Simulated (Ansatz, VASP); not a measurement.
**Two plane-wave programs on Zn**

```
CELL_PARAMETERS angstrom
0.00000 1.96478 1.96478
1.96478 0.00000 1.96478
1.96478 1.96478 0.00000
ATOMIC_POSITIONS crystal
Zn 0.00000 0.00000 0.00000
```

Alike in both runs: functional HSE06; k mesh 6 × 6 × 6; occupations fermi-dirac, width 0.05 eV; no spin polarisation.

```csv
,VASP,Ansatz
version,VASP 6.6.1,Ansatz 0.2.0
potentials or method,"VASP PAW PBE potentials, release 64 (Zn)",Ansatz PAW
plane-wave cutoff (eV),400,420
valence electrons in the cell,12,12
task,single point,band structure
```

```csv
,VASP,Ansatz,Ansatz less VASP
gap on the k mesh at the Fermi level (eV),none,none,-
pressure (GPa),-1.2,-0.5,+0.74
```

A gap of «none» marks a metal or a gap that the smearing closes.

The k mesh is coarse, so the values compare programs but aren't converged.
